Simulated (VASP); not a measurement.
Input of a VASP 6.6.1 run:

Contents of POSCAR:

```
Ir
1.0
    0.0644692700      1.8373557400      1.7560488600
    1.9418131400      0.0774349900      1.7430831500
    2.1728248700      2.0554017600     -0.1535767500
Ir
1
Direct
    0.0000000000      0.0000000000      0.0000000000
```

The input INCAR.step1:

```
SYSTEM = Ir
PREC = Accurate
ENCUT = 600
ISMEAR = -1
SIGMA = 0.05
LREAL = .FALSE.
LASPH = .TRUE.
NELM = 60
GGA = PE
ALGO = Normal
EDIFF = 1E-4
LWAVE = .TRUE.
LCHARG = .FALSE.
```

Contents of INCAR.step2:

```
SYSTEM = Ir
PREC = Accurate
ENCUT = 600
EDIFF = 1E-6
ISMEAR = -1
SIGMA = 0.05
LREAL = .FALSE.
LASPH = .TRUE.
NELM = 60
ALGO = Normal
ISIF = 3
LWAVE = .FALSE.
LCHARG = .FALSE.
METAGGA = R2SCAN
LMIXTAU = .TRUE.
IBRION = 2
NSW = 60
EDIFFG = -0.01
PSTRESS = 50.0
ISTART = 1
```

KPOINTS

```
regular mesh
0
G
  12 13 11
  0 0 0
```

Potentials or basis: VASP PAW PBE potentials, release 64 (Ir).

Run with:

```console
$ cat potpaw_PBE.64/Ir/POTCAR > POTCAR
$ cp INCAR.step1 INCAR
$ mpirun -np 1 vasp_std > vasp.out
$ cp INCAR.step2 INCAR
$ mpirun -np 1 vasp_std > vasp.out
```

Problem. Estimate the band gap on the k mesh.

Solution. Zero (an odd number of electrons rules out a gap without spin polarisation).

Problem. Predict the relaxed cell.

Solution. a = 2.712 Å, b = 2.710 Å, c = 2.718 Å, α = 59.95°, β = 60.00°, γ = 59.95°.

Problem. Estimate the space group after relaxing (to 0.1 Å).

Solution. Fm-3m (No. 225).

Problem. Predict the relaxed volume.

Solution. 14.12 Å³/atom.

Stress tensor (GPa, compression positive):
```
 5.06 -0.04  0.11
-0.04  5.01  0.07
 0.11  0.07  4.95
```

Caveat: the cell is relaxed towards a set pressure, so the run minimises the enthalpy, not the energy; the PAW data sets were made with another functional, which shifts forces and pressure a little; spin-orbit coupling is left out, which moves the levels of the heavy elements. Zero-point motion and thermal expansion aren't in these numbers.
